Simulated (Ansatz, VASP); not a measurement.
**Ta4N3 in VASP and in Ansatz**

```xyz
14
Lattice="-4.3571 0.0000 0.0000 0.0000 -4.3571 0.0000 -0.4357 0.0000 8.5454" Properties=species:S:1:pos:R:3 pbc="T T T"
Ta   -2.1786    0.0000    5.2947
Ta    0.0000   -2.1786    1.0220
Ta    0.0000    0.0000    7.5229
Ta   -2.1786   -2.1786    3.2503
Ta   -2.1786    0.0000    1.0220
Ta    0.0000   -2.1786    5.2947
Ta   -2.1786   -2.1786    7.3391
Ta   -4.3571   -4.3571    3.0665
N    -2.1786   -4.3571    3.1584
N     0.0000   -2.1786    7.4310
N     0.0000    0.0000    5.2947
N    -2.1786   -2.1786    1.0220
N    -4.3571   -2.1786    3.1584
N    -2.1786    0.0000    7.4310
```

Alike in both runs: task single point; functional PBEsol; k mesh 9 × 9 × 5; occupations gaussian, width 0.15 eV; no spin polarisation.

|  | VASP | Ansatz |
| --- | --- | --- |
| version | VASP 6.6.1 | Ansatz 0.2.0 |
| potentials or method | VASP PAW PBE potentials, release 64 (Ta_pv, N), cutoff 520 eV | scalar-relativistic, plane waves, PAW |
| valence electrons in the cell | 118 | 134 |

Ansatz gave:

| Quantity | Value |
| --- | --- |
| gap on the k mesh at the Fermi level (eV) | none |
| pressure (GPa) | 0.8 |
| traceless stress, the component that is largest in VASP (GPa) | 6.03 |
| rms of the force components (eV/Å) | 0.465 |

Question: Which values does VASP return?

Answer: gap on the k mesh at the Fermi level (eV): none; pressure (GPa): 1.6; traceless stress, the component that is largest in VASP (GPa): 6.01; rms of the force components (eV/Å): 0.463.

VASP's potentials were made for PBE, not for PBEsol. Atom by atom the forces differ by 0.010 eV/Å (rms over components). A gap of «none» marks a metal or a gap that the smearing closes. The functional is the same, so the differences come from potentials, cutoffs and numerics. VASP's potentials hold 118 valence electrons a cell and Ansatz's 134, so a difference there can come from the potentials and not from the codes.

Spin-orbit coupling is off throughout.
